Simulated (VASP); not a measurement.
**BaH: single point with PBE**

The system is BaH.

```
Ba H
1.0
     3.93367    0.00000    0.00000
     0.00000    3.93367    0.00000
     0.00000    0.00000    3.48388
Ba H
1 1
Direct
  0.50212 0.51593 0.00180
  0.99125 0.99517 0.99278
```

* Program: VASP 6.6.1
* Task: single point
* Functional: PBE
* Potentials or basis: VASP PAW PBE potentials, release 64 (Ba_sv, H)
* Cutoff: 520 eV
* k mesh: 5 × 5 × 6
* Occupations: gaussian, width 0.05 eV
* Spin: no spin polarisation
* Dipole correction: no
* Further INCAR settings: ALGO = Normal; EDIFF = 1e-06; NBANDS = 12

- Pressure: 0.0 GPa
- Largest force: 0.098 eV/Å

Forces in eV/Å, atoms in the order of the input:
```
Ba  -0.045 -0.084 -0.022
H    0.045  0.084  0.022
```

Stress tensor (GPa, compression positive):
```
-2.93  0.11  0.00
 0.11 -2.96 -0.01
 0.00 -0.01  5.76
```

Levels at points of the mesh, in eV from the Fermi level:
```tsv
k point	band 1	band 2	band 3	band 4	band 5	band 6	band 7	band 8	band 9	band 10
(0.00, 0.00, 0.00)	-28.96	-13.77	-13.77	-13.29	-4.73	-0.66	0.00	4.93	5.38	6.01
(0.00, 0.00, 0.50)	-28.73	-15.14	-13.55	-13.55	-3.58	1.13	1.37	2.07	2.07	5.55
```

Wall time 22 s on 1 thread of Intel Xeon 6975P-C, on a shared host, peak memory 0.2 GiB.

Caveat: spin-orbit coupling is left out, which moves the levels of the heavy elements.
